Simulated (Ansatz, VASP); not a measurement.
## One calculation of Ru, two programs

```
Ru
1.0
     2.70580    0.04059    0.04059
    -1.31775    2.32300    0.01486
     0.06423    0.06423    4.28190
Ru
2
Direct
  0.33333 0.66667 0.25000
  0.66667 0.33333 0.75000
```

Change from the starting cell: equal xy, yz and zx shear strains of +3 %.

Alike in both runs: task single point; functional PBEsol; k mesh 14 × 14 × 8; occupations fermi-dirac, width 0.03 eV; no spin polarisation.

```csv
,VASP,Ansatz
version,VASP 6.6.1,Ansatz 0.2.0
potentials or method,"VASP PAW PBE potentials, release 64 (Ru_pv), cutoff 520 eV","all-electron LAPW, scalar-relativistic"
```

|  | VASP | Ansatz | Ansatz less VASP |
| --- | --- | --- | --- |
| pressure (GPa) | -5.5 | -5.5 | +0.03 |
| traceless stress, the component that is largest in VASP (GPa) | -5.76 | -5.77 | -0.010 |
| rms of the force components (eV/Å) | 0.045 | 0.045 | -0.0003 |

VASP's potentials were made for PBE, not for PBEsol. Atom by atom the forces differ by 0.000 eV/Å (rms over components). Ansatz ran all-electron here, and VASP with PAW potentials.
